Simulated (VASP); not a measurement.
Te6Mo3H (a cell with a defect), 10 atoms in the cell. The cell holds a defect, 10 atoms: a = 3.433 Å, b = 3.433 Å, c = 20.770 Å, α = 90.00°, β = 90.00°, γ = 120.00°. 

```yaml
Program: VASP 6.6.1
Task: single point
Functional: PBEsol
Dispersion: D3(BJ)
Potentials_or_basis: VASP PAW PBE potentials, release 64 (Te, Mo_sv, H)
Cutoff: 400 eV
k_mesh: 9 × 9 × 2
Occupations: gaussian, width 0.05 eV
Spin: no spin polarisation
Dipole_correction: no
Further_INCAR_settings: ALGO = Normal; EDIFF = 1e-06; NBANDS = 50
```

Potentials or basis: VASP PAW PBE potentials, release 64 (Te, Mo_sv, H).

Run with:

```console
$ cat potpaw_PBE.64/Te/POTCAR potpaw_PBE.64/Mo_sv/POTCAR potpaw_PBE.64/H/POTCAR > POTCAR
$ mpirun -np 1 vasp_std > vasp.out
```

Hardware: 1 thread of Oxide Virtual Turin-like Processor, with other jobs on the host.

Q: Estimate the wall time of this run.

A: Wall time 11 min on 1 thread of Oxide Virtual Turin-like Processor, on a shared host, peak memory 0.43 GiB. Counts: scf iterations 19, k points 50.
